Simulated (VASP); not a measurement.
# B (P6_3/mmc) in VASP: a series of runs, part 2 of 3

VASP 6.6.1. Earlier steps stand in the parts before.

**3. Single point, PBEsol**

This run uses another cell than the first one, of 7.53 Å³/atom.

Contents of INCAR:

```
SYSTEM = B
ALGO = Normal
EDIFF = 1E-6
ENCUT = 520
GGA = PS
ISIF = 2
ISMEAR = 0
LASPH = .TRUE.
LCHARG = .TRUE.
LELF = .TRUE.
LREAL = .FALSE.
LVHAR = .TRUE.
LWAVE = .FALSE.
NBANDS = 14
NELM = 80
PREC = Accurate
SIGMA = 0.1
```

Contents of KPOINTS:

```
k-points
0
G
  9 9 4
  0 0 0
```

Contents of POSCAR:

```
B
1.0
    2.3370407808      0.0000000000      0.0000000000
   -1.1685203904      2.0239366858      0.0000000000
    0.0000000000      0.0000000000      6.3651110696
B
4
Direct
    0.0000000000      0.0000000000      0.2500000000
    0.0000000000      0.0000000000      0.7500000000
    0.3333333333      0.6666666667      0.7500000000
    0.6666666667      0.3333333333      0.2500000000
```

Potentials or basis: VASP PAW PBE potentials, release 64 (B).

Launch:

```sh
$ cat potpaw_PBE.64/B/POTCAR > POTCAR
$ mpirun -np 1 vasp_std > vasp.out
```

OUTCAR:

```text
SYSTEM = B
   EDIFF = 1E-6
   ENCUT = 520
   GGA = PS
   ISIF = 2
   ISMEAR = 0
   LASPH = .TRUE.
   LREAL = .FALSE.
   NELM = 80
   PREC = Accurate

 ion  position               nearest neighbor table
   1  0.000  0.000  0.250-   4 1.35   4 1.35   4 1.35
   2  0.000  0.000  0.750-   3 1.35   3 1.35   3 1.35
   3  0.333  0.667  0.750-   2 1.35   2 1.35   2 1.35
   4  0.667  0.333  0.250-   1 1.35   1 1.35   1 1.35

  LATTYP: Found a hexagonal cell.
 ALAT       =     2.3370407808
 C/A-ratio  =     2.7235772357

  Lattice vectors:

 A1 = (   2.3370407808,   0.0000000000,   0.0000000000)
 A2 = (  -1.1685203904,   2.0239366858,   0.0000000000)
 A3 = (   0.0000000000,   0.0000000000,   6.3651110696)

Analysis of symmetry for initial positions (statically):
=====================================================================
 Subroutine PRICEL returns:
 Original cell was already a primitive cell.

 Routine SETGRP: Setting up the symmetry group for a
 hexagonal supercell.

 Subroutine GETGRP returns: Found 24 space group operations
 (whereof 12 operations were pure point group operations)
 out of a pool of 24 trial point group operations.

The static configuration has the point symmetry D_3d.
 The point group associated with its full space group is D_6h.

Analysis of symmetry for dynamics (positions and initial velocities):
=====================================================================
 Subroutine PRICEL returns:
 Original cell was already a primitive cell.

 Routine SETGRP: Setting up the symmetry group for a
 hexagonal supercell.

 Subroutine GETGRP returns: Found 24 space group operations
 (whereof 12 operations were pure point group operations)
 out of a pool of 24 trial point group operations.

The dynamic configuration has the point symmetry D_3d.
 The point group associated with its full space group is D_6h.

 Subroutine INISYM returns: Found 24 space group operations
[... 132 lines left out ...]
 non-spin polarized calculation
 Gauss-broadening in eV      SIGMA  =   0.10
  energy-cutoff  :      520.00
  volume of cell :       30.11
 maximum number of plane-waves:       845
 NGX is ok and might be reduce to    18
   NGX =  9   NGY =  9   NGZ = 23

 number of electron      12.0000001 magnetization

 Free energy of the ion-electron system (eV)
  ---------------------------------------------------
  ext. energy  EPLUGINS =         0.00000000
  ---------------------------------------------------
  free energy    TOTEN  =       -12.95284644 eV

  energy without entropy =      -12.93227902  energy(sigma->0) =      -12.94256273

 E-fermi :   3.3894     XC(G=0): -10.9504

 val. band max:        3.3809225165   @ k =   0.2222   0.0000   0.0000
 cond. band min:       3.4160289857   @ k =   0.2222   0.1111   0.2500
 fundamental gap:      0.0351064692
 Fermi energy:         3.3894002716

 k-point     1 :       0.0000    0.0000    0.0000
  band No.  band energies     occupation
      1     -10.2551      2.00000
      2      -9.2825      2.00000
      3      -3.4350      2.00000
      4       0.0788      2.00000
      5       7.4020      0.00000
      6       7.4020      0.00000
      7       7.4471      0.00000
      8       7.4471      0.00000
      9       9.8887      0.00000
     10      18.2068      0.00000
     11      18.2068      0.00000
     12      18.2993      0.00000
     13      18.3313      0.00000
     14      18.3313      0.00000
[... 377 lines left out ...]
      1      -3.6109      2.00000
      2      -3.6109      2.00000
      3      -1.6870      2.00000
      4      -1.4629      2.00000
      5      -1.4629      2.00000
      6      -1.2743      2.00000
      7       6.9583      0.00000
      8       7.7357      0.00000
      9       7.7357      0.00000
     10       8.8795      0.00000
     11      15.6376      0.00000
     12      15.6376      0.00000
     13      20.1890      0.00000
     14      20.7600      0.00000

 [... further k-points ...]

------------------------ aborting loop because EDIFF is reached ----------------------------------------

  FORCE on cell =-STRESS in cart. coord.  units (eV):
  Direction    XX          YY          ZZ          XY          YZ          ZX
  --------------------------------------------------------------------------------------
  -------------------------------------------------------------------------------------
  Total       49.5018005     49.5018005      0.1106012     -0.0000000      0.0000000     -0.0000000
  in kB     2634.2826906   2634.2826905      5.8857439     -0.0000000      0.0000000     -0.0000000
  external PRESSURE =    1758.1503750 kB  Pullay stress =       0.0000000 kB

 VOLUME and BASIS-vectors are now :
 -----------------------------------------------------------------------------
  energy-cutoff  :      520.00
  volume of cell :       30.11
      direct lattice vectors                 reciprocal lattice vectors
     2.337040781  0.000000000  0.000000000     0.427891549  0.247043301  0.000000000
    -1.168520390  2.023936686  0.000000000     0.000000000  0.494086602  0.000000000
     0.000000000  0.000000000  6.365111070     0.000000000  0.000000000  0.157106449

 POSITION                                       TOTAL-FORCE (eV/Angst)
 -----------------------------------------------------------------------------------
      0.00000      0.00000      1.59128         0.000000      0.000000      0.000000
      0.00000      0.00000      4.77383        -0.000000     -0.000000      0.000000
     -0.00000      1.34929      4.77383        -0.000000      0.000000     -0.000000
      1.16852      0.67465      1.59128         0.000000     -0.000000      0.000000
 -----------------------------------------------------------------------------------
    total drift:                               -0.000000      0.000000      0.000000

  FREE ENERGIE OF THE ION-ELECTRON SYSTEM (eV)
  ---------------------------------------------------
  free  energy   TOTEN  =       -12.9528464382 eV

  energy  without entropy=      -12.9322790237  energy(sigma->0) =      -12.94256273
```

OSZICAR:

```text
N       E                     dE             d eps       ncg     rms          rms(c)
DAV:   1     0.313010170762E+02    0.31301E+02   -0.59895E+03  1008   0.779E+02
DAV:   2    -0.179142176918E+02   -0.49215E+02   -0.44965E+02  1374   0.169E+02
DAV:   3    -0.193660915371E+02   -0.14519E+01   -0.14458E+01  1298   0.241E+01
DAV:   4    -0.193702841008E+02   -0.41926E-02   -0.41922E-02  1140   0.161E+00
DAV:   5    -0.193703019528E+02   -0.17852E-04   -0.17852E-04  1278   0.980E-02    0.120E+01
DAV:   6    -0.141015117903E+02    0.52688E+01   -0.27731E+00  1074   0.105E+01    0.587E+00
DAV:   7    -0.129750234862E+02    0.11265E+01   -0.36210E+00  1158   0.989E+00    0.183E+00
DAV:   8    -0.131005091544E+02   -0.12549E+00   -0.53361E-01  1086   0.473E+00    0.182E+00
DAV:   9    -0.129585568660E+02    0.14195E+00   -0.11572E-01  1110   0.221E+00    0.400E-01
DAV:  10    -0.129529000447E+02    0.56568E-02   -0.13321E-02  1272   0.747E-01    0.114E-01
DAV:  11    -0.129529048295E+02   -0.47848E-05   -0.59955E-04  1092   0.141E-01    0.525E-02
DAV:  12    -0.129528758239E+02    0.29006E-04   -0.96269E-06  1224   0.219E-02    0.302E-02
DAV:  13    -0.129528462816E+02    0.29542E-04   -0.29653E-05  1098   0.350E-02    0.173E-03
DAV:  14    -0.129528464382E+02   -0.15664E-06   -0.15290E-06  1098   0.721E-03
   1 F= -.12952846E+02 E0= -.12942563E+02  d E =-.205674E-01
```

stdout:

```text
POSCAR found type information on POSCAR B
 POSCAR found :  1 types and       4 ions
 scaLAPACK will be used
 -----------------------------------------------------------------------------
|                                                                             |
|                                                                             |
|     You enforced a specific xc type in the INCAR file but a different       |
|     I HOPE YOU KNOW WHAT YOU ARE DOING!                                     |
|                                                                             |
 -----------------------------------------------------------------------------

 LDA part: xc-table for (Slater+PW92), standard interpolation
 POSCAR, INCAR and KPOINTS ok, starting setup
 FFT: planning ... GRIDC
 FFT: planning ... GRID_SOFT
 FFT: planning ... GRID
 WAVECAR not read
 entering main loop
```

Run time: 7.2 s. Hardware: 1 thread of Intel Xeon 6975P-C (Granite Rapids), shared host; peak memory 0.13 GiB.

Results:

```
Free energy            : -12.9528 eV
Pressure               : 175.8 GPa
Band gap on the k mesh : zero (bands 6 and 7 overlap by 5.81 eV)
```

Caveat: the cell stands under pressure; the PAW data sets were made with another functional, which shifts forces and pressure a little.

**4. Single point, PBEsol**

This run uses another cell than the first one, of 7.73 Å³/atom.

Contents of INCAR:

```
PREC     = Accurate       # precision mode
ENCUT    = 520            # plane-wave cutoff, eV
EDIFF    = 1E-7           # SCF threshold, eV
ISMEAR   = 0              # smearing method
SIGMA    = 0.1            # smearing width, eV
LREAL    = False          # projectors in reciprocal space
LASPH    = True           # aspherical terms in the spheres
NELM     = 100            # most SCF steps
ALGO     = Normal         # electronic algorithm
ISIF     = 2              # what is computed and relaxed
LWAVE    = False          # write WAVECAR
LCHARG   = False          # write CHGCAR
GGA      = PS             # functional
NBANDS   = 14             # bands
```

Contents of KPOINTS:

```
regular mesh
0
Gamma
  9 9 4
```

Contents of POSCAR:

```
B
1.0
    2.9803534203      0.0000000000      0.0000000000
   -1.4901767101      2.5810617742      0.0000000000
    0.0000000000      0.0000000000      4.0182992076
B
4
Direct
    0.0000000000      0.0000000000      0.2500000000
    0.0000000000      0.0000000000      0.7500000000
    0.3333333333      0.6666666667      0.7500000000
    0.6666666667      0.3333333333      0.2500000000
```

Potentials or basis: VASP PAW PBE potentials, release 64 (B).

Launch:

```sh
$ cat potpaw_PBE.64/B/POTCAR > POTCAR
$ mpirun -np 1 vasp_std > vasp.out
```

OUTCAR:

```text
PREC = Accurate
   ENCUT = 520
   EDIFF = 1E-7
   ISMEAR = 0
   LREAL = False
   LASPH = True
   NELM = 100
   ISIF = 2
   GGA = PS

 ion  position               nearest neighbor table
   1  0.000  0.000  0.250-   4 1.72   4 1.72   4 1.72   2 2.01   2 2.01
   2  0.000  0.000  0.750-   3 1.72   3 1.72   3 1.72   1 2.01   1 2.01
   3  0.333  0.667  0.750-   2 1.72   2 1.72   2 1.72
   4  0.667  0.333  0.250-   1 1.72   1 1.72   1 1.72

  LATTYP: Found a hexagonal cell.
 ALAT       =     2.9803534203
 C/A-ratio  =     1.3482626524
[... 608 lines left out ...]
  Direction    XX          YY          ZZ          XY          YZ          ZX
  --------------------------------------------------------------------------------------
  -------------------------------------------------------------------------------------
  Total        0.0976416      0.0976416     -0.0220889      0.0000000      0.0000000     -0.0000000
  in kB        5.0610064      5.0610064     -1.1449229      0.0000000      0.0000000     -0.0000000
  external PRESSURE =       2.9923633 kB  Pullay stress =       0.0000000 kB

 VOLUME and BASIS-vectors are now :
 -----------------------------------------------------------------------------
  energy-cutoff  :      520.00
  volume of cell :       30.91
      direct lattice vectors                 reciprocal lattice vectors
     2.980353420  0.000000000  0.000000000     0.335530677  0.193718727  0.000000000
    -1.490176710  2.581061774  0.000000000     0.000000000  0.387437453  0.000000000
     0.000000000  0.000000000  4.018299208     0.000000000  0.000000000  0.248861508

 POSITION                                       TOTAL-FORCE (eV/Angst)
 -----------------------------------------------------------------------------------
      0.00000      0.00000      1.00457         0.000000     -0.000000     -0.000000
      0.00000      0.00000      3.01372        -0.000000      0.000000     -0.000000
     -0.00000      1.72071      3.01372         0.000000     -0.000000     -0.000000
      1.49018      0.86035      1.00457        -0.000000      0.000000      0.000000
 -----------------------------------------------------------------------------------
    total drift:                                0.000000     -0.000000     -0.000000

  FREE ENERGIE OF THE ION-ELECTRON SYSTEM (eV)
  ---------------------------------------------------
  free  energy   TOTEN  =       -24.4959500459 eV

  energy  without entropy=      -24.4875640751  energy(sigma->0) =      -24.49175706
```

OSZICAR:

```text
N       E                     dE             d eps       ncg     rms          rms(c)
DAV:   1     0.872558645599E+01    0.87256E+01   -0.55372E+03  1008   0.772E+02
DAV:   2    -0.242716183685E+02   -0.32997E+02   -0.30772E+02  1366   0.140E+02
DAV:   3    -0.252441312464E+02   -0.97251E+00   -0.96415E+00  1338   0.189E+01
DAV:   4    -0.252461010490E+02   -0.19698E-02   -0.19695E-02  1180   0.968E-01
DAV:   5    -0.252461073997E+02   -0.63508E-05   -0.63508E-05  1346   0.480E-02    0.592E+00
DAV:   6    -0.246845989468E+02    0.56151E+00   -0.34381E-01  1168   0.320E+00    0.333E+00
DAV:   7    -0.244984702447E+02    0.18613E+00   -0.31276E-01  1236   0.295E+00    0.568E-01
DAV:   8    -0.244960026370E+02    0.24676E-02   -0.13265E-02  1172   0.746E-01    0.148E-01
DAV:   9    -0.244960209495E+02   -0.18312E-04   -0.72347E-04  1238   0.176E-01    0.504E-02
DAV:  10    -0.244959496116E+02    0.71338E-04   -0.12561E-04  1178   0.664E-02    0.592E-03
DAV:  11    -0.244959502365E+02   -0.62489E-06   -0.54216E-06  1250   0.144E-02    0.375E-03
DAV:  12    -0.244959500567E+02    0.17979E-06   -0.10222E-06  1226   0.603E-03    0.402E-04
DAV:  13    -0.244959500459E+02    0.10747E-07   -0.36235E-08   678   0.131E-03
   1 F= -.24495950E+02 E0= -.24491757E+02  d E =-.838597E-02
```

stdout:

```text
POSCAR found type information on POSCAR B
 POSCAR found :  1 types and       4 ions
 scaLAPACK will be used
 -----------------------------------------------------------------------------
|                                                                             |
|                                                                             |
|     You enforced a specific xc type in the INCAR file but a different       |
|     I HOPE YOU KNOW WHAT YOU ARE DOING!                                     |
|                                                                             |
 -----------------------------------------------------------------------------

 LDA part: xc-table for (Slater+PW92), standard interpolation
 POSCAR, INCAR and KPOINTS ok, starting setup
 FFT: planning ... GRIDC
 FFT: planning ... GRID_SOFT
 FFT: planning ... GRID
 WAVECAR not read
 entering main loop
```

It took 5.7 s on 1 thread of Intel Xeon 6975P-C (Granite Rapids), shared host; peak memory 0.13 GiB.

Results:

```
Free energy            : -24.4960 eV
Pressure               : 0.3 GPa
Band gap on the k mesh : zero (bands 6 and 7 overlap by 3.50 eV)
```

Levels at points of the mesh, in eV from the Fermi level:
```tsv
k point	band 3	band 4	band 5	band 6	band 7	band 8	band 9	band 10
(0.00, 0.00, 0.00)	-6.33	-0.28	-0.28	1.46	1.46	7.70	7.77	8.00
(0.00, 0.00, 0.50)	0.75	0.75	0.75	0.75	1.92	1.92	7.80	7.80
```

Caveat: the k points lie up to 0.39 Å⁻¹ apart, too coarse for converged energies and pressures of a metal; the PAW data sets were made with another functional, which shifts forces and pressure a little.

[end of part 2 of 3]
